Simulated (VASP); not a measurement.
Input of a VASP 6.6.1 run:

File INCAR:

```
ALGO = Normal
EDIFF = 1E-6
ENCUT = 520
ISIF = 2
ISMEAR = -1
LASPH = T
LCHARG = F
LREAL = F
LWAVE = F
NBANDS = 12
NELM = 60
PREC = Accurate
SIGMA = 0.03
```

KPOINTS

```
k-points
0
Gamma
  13 13 13
```

File POSCAR:

```
Nb
1.0
    0.0000000000      2.1361500000      2.1150000000
    2.1361500000      0.0000000000      2.1150000000
    2.1361500000      2.1361500000      0.0000000000
Nb
1
Direct
    0.0000000000      0.0000000000      0.0000000000
```

Potentials or basis: VASP PAW LDA potentials, release 64 (Nb_sv).

Launch:

```bash
$ cat potpaw_LDA.64/Nb_sv/POTCAR > POTCAR
$ mpirun -np 1 vasp_std > vasp.out
```

(1) Estimate the band gap on the k mesh.

(2) What does it give for the pressure?

Results:

(1) zero (an odd number of electrons rules out a gap without spin polarisation).

(2) -13.2 GPa.

Caveat: the cell differs from its parent crystal (equal xx and yy strain of +1 %); the cell stands under tension.
